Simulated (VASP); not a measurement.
# Ti3Pb2O2 (P-3m1) in VASP: single point with PBE

Aim: the single point of Ti3Pb2O2 with PBE.

Everything below comes from runs of VASP 6.6.1. Logs are shortened: lines on timing, memory, paths and dates and some standing lists are left out, and cuts for length are marked.

## Step 1: The cell of the first run

The structure is trigonal, space group P-3m1 (No. 164). The conventional cell has a = 3.165 Å, b = 3.165 Å, c = 13.581 Å, α = 90.00°, β = 90.00°, γ = 120.00°. Within 2.8 Å of Ti (site symmetry -3m) lie 6 O at 2.15 Å. Within 3.0 Å of Ti (site symmetry 3m) lie 3 O at 2.17 Å and 3 Ti at 2.93 Å. Within 4.3 Å of Pb (site symmetry 3m) lie 9 Pb at 3.17 to 4.21 Å and 3 Ti at 3.18 Å and 1 O at 3.76 Å. O (site symmetry 3m) has 6 Ti at 2.15 to 2.17 Å within 2.8 Å.

## Step 2: Single point, PBE, collinear spin

Input file INCAR:

```
SYSTEM = Ti3Pb2O2
PREC = Accurate
ENCUT = 520
EDIFF = 1E-6
ISMEAR = 0
SIGMA = 0.2
LREAL = .FALSE.
LASPH = .TRUE.
NELM = 150
ALGO = Normal
ISIF = 2
LWAVE = .FALSE.
LCHARG = .FALSE.
ISPIN = 2
MAGMOM = 1 1 1 0 0 0 0
LORBIT = 11
LMAXMIX = 4
GGA = PE
NBANDS = 51
```

Input file KPOINTS:

```
Automatic mesh
0
G
  6 6 2
  0 0 0
```

Input file POSCAR:

```
Ti3Pb2O2
1.0
    3.1651580771      0.0000000000      0.0000000000
   -1.5825790385      2.7411073018      0.0000000000
    0.0000000000      0.0000000000     13.5809084288
Ti Pb O
3 2 2
Direct
    0.0000000000      0.0000000000      0.0000000000
    0.6666666667      0.3333333333      0.1691069059
    0.3333333333      0.6666666667      0.8308930941
    0.6666666667      0.3333333333      0.6396843417
    0.3333333333      0.6666666667      0.3603156583
    0.6666666667      0.3333333333      0.9164584879
    0.3333333333      0.6666666667      0.0835415121
```

Potentials or basis: VASP PAW PBE potentials, release 64 (Ti_sv, Pb_d, O).

Command:

```console
$ cat potpaw_PBE.64/Ti_sv/POTCAR potpaw_PBE.64/Pb_d/POTCAR potpaw_PBE.64/O/POTCAR > POTCAR
$ mpirun -np 1 vasp_std > vasp.out
```

OUTCAR:

```text
SYSTEM = Ti3Pb2O2
   PREC = Accurate
   ENCUT = 520
   EDIFF = 1E-6
   ISMEAR = 0
   LREAL = .FALSE.
   LASPH = .TRUE.
   NELM = 150
   ISIF = 2
   ISPIN = 2
   LORBIT = 11
   GGA = PE

 ion  position               nearest neighbor table
   1  0.000  0.000  0.000-   6 2.15   7 2.15   6 2.15   7 2.15   6 2.15   7 2.15
   2  0.667  0.333  0.169-   7 2.17   7 2.17   7 2.17   5 3.18   5 3.18   5 3.18
   3  0.333  0.667  0.831-   6 2.17   6 2.17   6 2.17   4 3.18   4 3.18   4 3.18
   4  0.667  0.333  0.640-   3 3.18   3 3.18   3 3.18
   5  0.333  0.667  0.360-   2 3.18   2 3.18   2 3.18
   6  0.667  0.333  0.916-   1 2.15   1 2.15   1 2.15   3 2.17   3 2.17   3 2.17
   7  0.333  0.667  0.084-   1 2.15   1 2.15   1 2.15   2 2.17   2 2.17   2 2.17

  LATTYP: Found a hexagonal cell.
 ALAT       =     3.1651580771
 C/A-ratio  =     4.2907520250

  Lattice vectors:

 A1 = (   3.1651580771,   0.0000000000,   0.0000000000)
 A2 = (  -1.5825790385,   2.7411073018,   0.0000000000)
 A3 = (   0.0000000000,   0.0000000000,  13.5809084288)

Analysis of symmetry for initial positions (statically):
=====================================================================
 Subroutine PRICEL returns:
 Original cell was already a primitive cell.

 Routine SETGRP: Setting up the symmetry group for a
 hexagonal supercell.

 Subroutine GETGRP returns: Found 12 space group operations
 (whereof 12 operations were pure point group operations)
 out of a pool of 24 trial point group operations.

The static configuration has the point symmetry D_3d.

Analysis of symmetry for dynamics (positions and initial velocities):
=====================================================================
 Subroutine PRICEL returns:
 Original cell was already a primitive cell.

 Routine SETGRP: Setting up the symmetry group for a
 hexagonal supercell.

 Subroutine GETGRP returns: Found 12 space group operations
 (whereof 12 operations were pure point group operations)
 out of a pool of 24 trial point group operations.

The dynamic configuration has the point symmetry D_3d.

Analysis of structural, dynamic, and magnetic symmetry:
=====================================================================
 Subroutine PRICEL returns:
 Original cell was already a primitive cell.

 Routine SETGRP: Setting up the symmetry group for a
 hexagonal supercell.

 Subroutine GETGRP returns: Found 12 space group operations
 (whereof 12 operations were pure point group operations)
 out of a pool of 24 trial point group operations.

The overall configuration has the point symmetry D_3d.

 Subroutine INISYM returns: Found 12 space group operations
 (whereof 12 operations are pure point group operations),
 and found     1 'primitive' translations

----------------------------------------------------------------------------------------

                                     Primitive cell

  volume of cell :     117.8285

  direct lattice vectors                    reciprocal lattice vectors
     3.165158077  0.000000000  0.000000000     0.315939986  0.182408036  0.000000000
    -1.582579039  2.741107302  0.000000000     0.000000000  0.364816072  0.000000000
     0.000000000  0.000000000 13.580908429     0.000000000  0.000000000  0.073632777

  length of vectors
     3.165158077  3.165158077 13.580908429     0.364816072  0.364816072  0.073632777

  position of ions in fractional coordinates (direct lattice)
     0.000000000  0.000000000  0.000000000
     0.666666667  0.333333333  0.169106906
     0.333333333  0.666666667  0.830893094
     0.666666667  0.333333333  0.639684342
     0.333333333  0.666666667  0.360315658
     0.666666667  0.333333333  0.916458488
     0.333333333  0.666666667  0.083541512

  ion indices of the primitive-cell ions
   primitive index   ion index
                 1           1
                 2           2
                 3           3
                 4           4
                 5           5
                 6           6
                 7           7

----------------------------------------------------------------------------------------

 KPOINTS: Automatic mesh

Automatic generation of k-mesh.
 Grid dimensions read from file:
 generate k-points for:    6    6    2

 Generating k-lattice:

  Cartesian coordinates                     Fractional coordinates (reciprocal lattice)
     0.052656664  0.030401339  0.000000000     0.166666667  0.000000000  0.000000000
     0.000000000  0.060802679  0.000000000     0.000000000  0.166666667  0.000000000
     0.000000000  0.000000000  0.036816388     0.000000000  0.000000000  0.500000000

  Length of vectors
     0.060802679  0.060802679  0.036816388

  Shift w.r.t. Gamma in fractional coordinates (k-lattice)
     0.000000000  0.000000000  0.000000000

 Subroutine IBZKPT returns following result:
 ===========================================

 Found     14 irreducible k-points:

 Following reciprocal coordinates:
            Coordinates               Weight
  0.000000  0.000000  0.000000      1.000000
  0.166667 -0.000000  0.000000      6.000000
  0.333333 -0.000000  0.000000      6.000000
  0.500000 -0.000000  0.000000      3.000000
  0.166667  0.166667  0.000000      6.000000
  0.333333  0.166667  0.000000     12.000000
  0.333333  0.333333  0.000000      2.000000
  0.000000  0.000000  0.500000      1.000000
  0.166667 -0.000000  0.500000      6.000000
  0.333333 -0.000000  0.500000      6.000000
  0.500000 -0.000000  0.500000      3.000000
  0.166667  0.166667  0.500000      6.000000
  0.333333  0.166667  0.500000     12.000000
  0.333333  0.333333  0.500000      2.000000
   k-points           NKPTS =     14   k-points in BZ     NKDIM =     14   number of bands    NBANDS=     51
   number of dos      NEDOS =    301   number of ions     NIONS =      7
   total plane-waves  NPLWV =  62208
   dimension x,y,z NGX =    24 NGY =   24 NGZ =  108
   dimension x,y,z NGXF=    48 NGYF=   48 NGZF=  216
   ions per type =               3   2   2
   NGX,Y,Z   is equivalent  to a cutoff of  12.61, 12.61, 13.22 a.u.
   NGXF,Y,Z  is equivalent  to a cutoff of  25.21, 25.21, 26.44 a.u.
 SYSTEM =  Ti3Pb2O2
   PREC   = accura    normal or accurate (medium, high low for compatibility)
   ISTART =      0    job   : 0-new  1-cont  2-samecut
   ICHARG =      2    charge: 1-file 2-atom 10-const
   ISPIN  =      2    spin polarized calculation?
   LNONCOLLINEAR =      F non collinear calculations
   LSORBIT =      F    spin-orbit coupling
   LASPH  =      T    aspherical Exc in radial PAW
   ENCUT  =  520.0 eV  38.22 Ry    6.18 a.u.   5.89  5.89 25.25*2*pi/ulx,y,z
   NELM   =    150;   NELMIN=  2; NELMDL= -5     # of ELM steps
   EDIFF  = 0.1E-05   stopping-criterion for ELM
   LREAL  =      F    real-space projection
[... 7 lines left out ...]
   TEBEG  =    0.0;   TEEND  =   0.0 temperature during run
   PSTRESS=    0.0 pullay stress
   NELECT =      76.0000    total number of electrons
   NUPDOWN=      -1.0000    fix difference up-down
   EMIN   =  10.00;   EMAX   =-10.00  energy-range for DOS
   EFERMI =   0.00;   METHOD = LEGACY
   ISMEAR =     0;   SIGMA  =   0.20  broadening in eV -4-tet -1-fermi 0-gaus
   EFERMI_NEDOS =   21; number of points for ismear=-14 and -15
   IALGO  =     38    algorithm
   IMIX   =      4    mixing-type and parameters
     AMIX     =   0.40;   BMIX     =  1.00
     AMIX_MAG =   1.60;   BMIX_MAG =  1.00
  volume/ion in A,a.u.               =      16.83       113.59
  Fermi-wavevector in a.u.,A,eV,Ry     =   1.414477  2.672974 27.221797  2.000746
  Thomas-Fermi vector in A             =   2.536015
   LORBIT       =     11    0 simple, 1 ext, 2 COOP (PROOUT), +10 PAW based schemes
   GGA     = PE    functional components
   LHFCALC =     F    Hartree Fock is set to
   AEXX    =    0.0000 exact exchange contribution
   IVDW    =     0    specifies the selected vdW correction
   LEPSILON=     F    determine dielectric tensor
   LRPA    =     F    only Hartree local field effects (RPA)
 spin polarized calculation
 Gauss-broadening in eV      SIGMA  =   0.20
  energy-cutoff  :      520.00
  volume of cell :      117.83
 maximum number of plane-waves:      3184
 NGX is ok and might be reduce to    24
   NGX = 11   NGY = 11   NGZ = 51

 number of electron      76.0000023 magnetization       0.0017689

 Free energy of the ion-electron system (eV)
  ---------------------------------------------------
  ext. energy  EPLUGINS =         0.00000000
  ---------------------------------------------------
  free energy    TOTEN  =       -49.30298174 eV

  energy without entropy =      -49.21776055  energy(sigma->0) =      -49.26037115

 E-fermi :   8.7419     XC(G=0): -11.1974

 val. band max:        8.6849375661   @ k =   0.1667  -0.0000   0.0000
 cond. band min:       8.7567165560   @ k =   0.3333   0.1667   0.5000
 fundamental gap:      0.0717789899
 Fermi energy:         8.7418577102

 spin component 1

 k-point     1 :       0.0000    0.0000    0.0000
  band No.  band energies     occupation
      1     -49.3229      1.00000
      2     -48.7110      1.00000
      3     -48.7077      1.00000
      4     -25.7503      1.00000
      5     -25.5273      1.00000
      6     -25.5273      1.00000
[... 42 lines left out ...]
     49      11.5716      0.00000
     50      12.0689      0.00000

 k-point     2 :       0.1667   -0.0000    0.0000
  band No.  band energies     occupation
      1     -49.3133      1.00000
      2     -48.7031      1.00000
      3     -48.7005      1.00000
      4     -25.7184      1.00000
      5     -25.6274      1.00000
      6     -25.5458      1.00000
[... 628 lines left out ...]
 k-point    14 :       0.3333    0.3333    0.5000
  band No.  band energies     occupation
      1     -49.2794      1.00000
      2     -48.6754      1.00000
      3     -48.6754      1.00000
      4     -25.7813      1.00000
      5     -25.7813      1.00000
      6     -25.5965      1.00000
[... 42 lines left out ...]
     49      10.8794      0.00000
     50      11.6100      0.00000
 Fermi energy:         8.7418577102

 spin component 2

 k-point     1 :       0.0000    0.0000    0.0000
  band No.  band energies     occupation
      1     -49.3231      1.00000
      2     -48.7106      1.00000
      3     -48.7073      1.00000
      4     -25.7504      1.00000
      5     -25.5275      1.00000
      6     -25.5275      1.00000
[... 42 lines left out ...]
     49      11.5718      0.00000
     50      12.0690      0.00000

 k-point     2 :       0.1667   -0.0000    0.0000
  band No.  band energies     occupation
      1     -49.3135      1.00000
      2     -48.7027      1.00000
      3     -48.7002      1.00000
      4     -25.7186      1.00000
      5     -25.6276      1.00000
      6     -25.5460      1.00000
[... 628 lines left out ...]
 k-point    14 :       0.3333    0.3333    0.5000
  band No.  band energies     occupation
      1     -49.2796      1.00000
      2     -48.6751      1.00000
      3     -48.6751      1.00000
      4     -25.7815      1.00000
      5     -25.7815      1.00000
      6     -25.5967      1.00000
[... 42 lines left out ...]
     49      10.8796      0.00000
     50      11.6102      0.00000
 [bands above 50 left out]

------------------------ aborting loop because EDIFF is reached ----------------------------------------

  FORCE on cell =-STRESS in cart. coord.  units (eV):
  Direction    XX          YY          ZZ          XY          YZ          ZX
  --------------------------------------------------------------------------------------
  -------------------------------------------------------------------------------------
  Total        0.2079374      0.2079374      0.0097798      0.0000000      0.0000000     -0.0000000
  in kB        2.8274369      2.8274369      0.1329814      0.0000000      0.0000000     -0.0000000
  external PRESSURE =       1.9292851 kB  Pullay stress =       0.0000000 kB

 VOLUME and BASIS-vectors are now :
 -----------------------------------------------------------------------------
  energy-cutoff  :      520.00
  volume of cell :      117.83
      direct lattice vectors                 reciprocal lattice vectors
     3.165158077  0.000000000  0.000000000     0.315939986  0.182408036  0.000000000
    -1.582579039  2.741107302  0.000000000     0.000000000  0.364816072  0.000000000
     0.000000000  0.000000000 13.580908429     0.000000000  0.000000000  0.073632777

 POSITION                                       TOTAL-FORCE (eV/Angst)
 -----------------------------------------------------------------------------------
      0.00000      0.00000      0.00000        -0.000000      0.000000      0.000000
      1.58258      0.91370      2.29663        -0.000000     -0.000000      0.021615
     -0.00000      1.82740     11.28428         0.000000      0.000000     -0.021615
      1.58258      0.91370      8.68749        -0.000000     -0.000000      0.007175
     -0.00000      1.82740      4.89341         0.000000      0.000000     -0.007175
      1.58258      0.91370     12.44634         0.000000     -0.000000     -0.014988
     -0.00000      1.82740      1.13457        -0.000000      0.000000      0.014988
 -----------------------------------------------------------------------------------
    total drift:                                0.000000     -0.000000      0.000000

  FREE ENERGIE OF THE ION-ELECTRON SYSTEM (eV)
  ---------------------------------------------------
  free  energy   TOTEN  =       -49.3029817395 eV

  energy  without entropy=      -49.2177605506  energy(sigma->0) =      -49.26037115

 total charge

# of ion       s       p       d       tot
------------------------------------------
    1        2.143   6.133   2.032  10.308
    2        2.146   6.108   1.945  10.199
    3        2.146   6.108   1.945  10.199
    4        1.372   0.886   9.818  12.075
    5        1.372   0.886   9.818  12.075
    6        1.552   3.478   0.000   5.030
    7        1.552   3.478   0.000   5.030
--------------------------------------------------
tot         12.283  27.075  25.558  64.915

 magnetization (x)

# of ion       s       p       d       tot
------------------------------------------
    1       -0.000  -0.000  -0.000  -0.000
    2        0.000   0.000   0.000   0.000
    3        0.000   0.000   0.000   0.000
    4       -0.000   0.000  -0.000   0.000
    5       -0.000   0.000  -0.000   0.000
    6       -0.000  -0.000   0.000  -0.000
    7       -0.000  -0.000   0.000  -0.000
--------------------------------------------------
tot         -0.000   0.000   0.000   0.000
```

Wall time 7.7 min (1 thread of Oxide Virtual Turin-like, shared host); peak memory 0.31 GiB.

What came out:

```
Free energy                                           : -49.3030 eV
Pressure                                              : 0.2 GPa
Largest force                                         : 0.022 eV/Å
Band gap on the k mesh                                : zero (filled and empty bands overlap)
Net moment                                            : 0.00 μB per cell
Valence electrons inside the program's atomic spheres : Ti 10.31, 10.20 (each value once); Pb 12.07; O 5.03
```

Forces on the atoms (eV/Å):
```
Ti   0.000  0.000  0.000
Ti   0.000  0.000  0.022
Ti   0.000  0.000 -0.022
Pb   0.000  0.000  0.007
Pb   0.000  0.000 -0.007
O    0.000  0.000 -0.015
O    0.000  0.000  0.015
```

Caveat: the k points lie up to 0.38 Å⁻¹ apart, too coarse for converged energies and pressures of a metal; spin-orbit coupling is left out, which moves the levels of the heavy elements.

The gap in the log of VASP goes by the Fermi energy; the results here count the filled bands.